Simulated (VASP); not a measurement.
# Ta (P6_3/mmc) in VASP: single point with PBEsol

Aim: the single point of Ta with PBEsol.

Program: VASP 6.6.1. These are calculated values, not measurements. Logs are shortened: lines on timing, memory, paths and dates and some standing lists are left out, and cuts for length are marked.

## 1. The cell of the first run

Symmetry: P6_3/mmc, No. 194, hexagonal system. The conventional cell has a = 2.900 Å, b = 2.900 Å, c = 5.166 Å, α = 90.00°, β = 90.00°, γ = 120.00°. Ta (site symmetry -6m2) has 12 Ta at 2.90 to 3.08 Å within 3.8 Å.

## 2. Single point, PBEsol

Input file INCAR:

```
SYSTEM = Ta
ALGO     = Normal         ! electronic algorithm
EDIFF    = 1E-6           ! SCF threshold, eV
ENCUT    = 500            ! plane-wave cutoff, eV
GGA      = PS             ! functional
GGA_COMPAT= .False.      
ISIF     = 2              ! what is computed and relaxed
ISMEAR   = 0              ! smearing method
LASPH    = .True.         ! aspherical terms in the spheres
LCHARG   = .True.         ! write CHGCAR
LELF     = .True.         ! ELF
LREAL    = .False.        ! projectors in reciprocal space
LVHAR    = .True.       
LWAVE    = .False.        ! write WAVECAR
NBANDS   = 18             ! bands
NELM     = 120            ! most SCF steps
PREC     = Accurate       ! precision mode
SIGMA    = 0.1            ! smearing width, eV
```

Input file KPOINTS:

```
k-points
0
Gamma
  16 16 8
  0 0 0
```

Input file POSCAR:

```
Ta
1.0
    2.9003720700      0.0000000000      0.0000000000
   -1.4501860400      2.5117959000      0.0000000000
    0.0000000000      0.0000000000      5.1662740000
Ta
2
Direct
    0.6666666667      0.3333333333      0.7500000000
    0.3333333333      0.6666666667      0.2500000000
```

Potentials or basis: VASP PAW PBE potentials, release 64 (Ta_pv).

Run with:

```
> cat potpaw_PBE.64/Ta_pv/POTCAR > POTCAR
> mpirun -np 1 vasp_std > vasp.out
```

OUTCAR:

```text
SYSTEM = Ta
   EDIFF = 1E-6
   ENCUT = 500
   GGA = PS
   ISIF = 2
   ISMEAR = 0
   LASPH = .True.
   LREAL = .False.
   NELM = 120
   PREC = Accurate

 ion  position               nearest neighbor table
   1  0.667  0.333  0.750-   2 3.08   2 3.08   2 3.08   2 3.08   2 3.08   2 3.08
   2  0.333  0.667  0.250-   1 3.08   1 3.08   1 3.08   1 3.08   1 3.08   1 3.08

  LATTYP: Found a hexagonal cell.
 ALAT       =     2.9003720700
 C/A-ratio  =     1.7812452593

  Lattice vectors:

 A1 = (   2.9003720700,   0.0000000000,   0.0000000000)
 A2 = (  -1.4501860400,   2.5117959000,   0.0000000000)
 A3 = (   0.0000000000,   0.0000000000,   5.1662740000)

Analysis of symmetry for initial positions (statically):
=====================================================================
 Subroutine PRICEL returns:
 Original cell was already a primitive cell.

 Routine SETGRP: Setting up the symmetry group for a
 hexagonal supercell.

 Subroutine GETGRP returns: Found 24 space group operations
 (whereof 12 operations were pure point group operations)
 out of a pool of 24 trial point group operations.

The static configuration has the point symmetry D_3d.
 The point group associated with its full space group is D_6h.

Analysis of symmetry for dynamics (positions and initial velocities):
=====================================================================
 Subroutine PRICEL returns:
 Original cell was already a primitive cell.

 Routine SETGRP: Setting up the symmetry group for a
 hexagonal supercell.

 Subroutine GETGRP returns: Found 24 space group operations
 (whereof 12 operations were pure point group operations)
 out of a pool of 24 trial point group operations.

The dynamic configuration has the point symmetry D_3d.
 The point group associated with its full space group is D_6h.

 Subroutine INISYM returns: Found 24 space group operations
 (whereof 12 operations are pure point group operations),
 and found     1 'primitive' translations

----------------------------------------------------------------------------------------

                                     Primitive cell

  volume of cell :      37.6370

  direct lattice vectors                    reciprocal lattice vectors
     2.900372070  0.000000000  0.000000000     0.344783351  0.199060760  0.000000000
    -1.450186040  2.511795900  0.000000000     0.000000000  0.398121519  0.000000000
     0.000000000  0.000000000  5.166274000     0.000000000  0.000000000  0.193563098

  length of vectors
[... 77 lines left out ...]
   LNONCOLLINEAR =      F non collinear calculations
   LSORBIT =      F    spin-orbit coupling
   LASPH  =      T    aspherical Exc in radial PAW
   ENCUT  =  500.0 eV  36.75 Ry    6.06 a.u.   5.29  5.29  9.42*2*pi/ulx,y,z
   NELM   =    120;   NELMIN=  2; NELMDL= -5     # of ELM steps
   EDIFF  = 0.1E-05   stopping-criterion for ELM
   LREAL  =      F    real-space projection
   EDIFFG = 0.1E-04   stopping-criterion for IOM
   NSW    =      0    number of steps for IOM
   IBRION =     -1    ionic relax: 0-MD 1-quasi-New 2-CG
   NFREE  =      0    steps in history (QN), initial steepest desc. (CG)
   ISIF   =      2    stress and relaxation
   ISYM   =      2    0-nonsym 1-usesym 2-fastsym
   POTIM  = 0.5000    time-step for ionic-motion
   TEBEG  =    0.0;   TEEND  =   0.0 temperature during run
   PSTRESS=    0.0 pullay stress
   NELECT =      22.0000    total number of electrons
   NUPDOWN=      -1.0000    fix difference up-down
   EMIN   =  10.00;   EMAX   =-10.00  energy-range for DOS
   EFERMI =   0.00;   METHOD = LEGACY
   ISMEAR =     0;   SIGMA  =   0.10  broadening in eV -4-tet -1-fermi 0-gaus
   EFERMI_NEDOS =   21; number of points for ismear=-14 and -15
   IALGO  =     38    algorithm
   IMIX   =      4    mixing-type and parameters
     AMIX     =   0.40;   BMIX     =  1.00
     AMIX_MAG =   1.60;   BMIX_MAG =  1.00
  volume/ion in A,a.u.               =      18.82       126.99
  Fermi-wavevector in a.u.,A,eV,Ry     =   1.368812  2.586680 25.492516  1.873647
  Thomas-Fermi vector in A             =   2.494743
   LORBIT       =      0    0 simple, 1 ext, 2 COOP (PROOUT), +10 PAW based schemes
   GGA     = PS    functional components
   LHFCALC =     F    Hartree Fock is set to
   AEXX    =    0.0000 exact exchange contribution
   IVDW    =     0    specifies the selected vdW correction
   LEPSILON=     F    determine dielectric tensor
   LRPA    =     F    only Hartree local field effects (RPA)
 non-spin polarized calculation
 Gauss-broadening in eV      SIGMA  =   0.10
  energy-cutoff  :      500.00
  volume of cell :       37.64
 maximum number of plane-waves:       972
 NGX is ok and might be reduce to    24
   NGX = 11   NGY = 11   NGZ = 19

 number of electron      22.0000003 magnetization

 Free energy of the ion-electron system (eV)
  ---------------------------------------------------
  ext. energy  EPLUGINS =         0.00000000
  ---------------------------------------------------
  free energy    TOTEN  =       -24.48571259 eV

  energy without entropy =      -24.47250087  energy(sigma->0) =      -24.47910673

 E-fermi :   5.3795     XC(G=0): -12.4933

 val. band max:        5.3784124972   @ k =   0.1250   0.0000   0.3750
 cond. band min:       5.3863576177   @ k =   0.3125   0.0625   0.0000
 fundamental gap:      0.0079451205
 Fermi energy:         5.3794823851

 k-point     1 :       0.0000    0.0000    0.0000
  band No.  band energies     occupation
      1     -29.1235      2.00000
      2     -28.3100      2.00000
      3     -28.1950      2.00000
      4     -28.1950      2.00000
      5     -28.1129      2.00000
      6     -28.1129      2.00000
[... 481 lines left out ...]
      5     -28.4352      2.00000
      6     -28.3995      2.00000
[... 10 lines left out ...]
     17      11.7810      0.00000
     18      14.0045      0.00000

 [... further k-points ...]
[... 5 lines left out ...]
  --------------------------------------------------------------------------------------
  -------------------------------------------------------------------------------------
  Total       -1.6172859     -1.6172859     -1.7037936      0.0000000      0.0000000      0.0000000
  in kB      -68.8465036    -68.8465040    -72.5290644      0.0000001      0.0000000      0.0000000
  external PRESSURE =     -70.0740240 kB  Pullay stress =       0.0000000 kB

 VOLUME and BASIS-vectors are now :
 -----------------------------------------------------------------------------
  energy-cutoff  :      500.00
  volume of cell :       37.64
      direct lattice vectors                 reciprocal lattice vectors
     2.900372070  0.000000000  0.000000000     0.344783351  0.199060760  0.000000000
    -1.450186040  2.511795900  0.000000000     0.000000000  0.398121519  0.000000000
     0.000000000  0.000000000  5.166274000     0.000000000  0.000000000  0.193563098

 POSITION                                       TOTAL-FORCE (eV/Angst)
 -----------------------------------------------------------------------------------
      1.45019      0.83727      3.87471         0.000000      0.000000      0.000000
     -0.00000      1.67453      1.29157        -0.000000     -0.000000      0.000000
 -----------------------------------------------------------------------------------
    total drift:                               -0.000000      0.000000     -0.000000

  FREE ENERGIE OF THE ION-ELECTRON SYSTEM (eV)
  ---------------------------------------------------
  free  energy   TOTEN  =       -24.4857125908 eV

  energy  without entropy=      -24.4725008725  energy(sigma->0) =      -24.47910673
```

It took 2.3 min on 1 thread of Intel Xeon 8259CL, shared host; peak memory 0.22 GiB.

Results:

```
Free energy            : -24.4857 eV
Pressure               : -7.0 GPa
Band gap on the k mesh : zero (band 11 reaches 6.88 eV, above the bottom of band 12 at 4.65 eV)
```

Stress tensor (GPa, compression positive):
```
-6.88  0.00  0.00
 0.00 -6.88  0.00
 0.00  0.00 -7.25
```

Caveat: the PAW data sets were made with another functional, which shifts forces and pressure a little; spin-orbit coupling is left out, which moves the levels of the heavy elements.
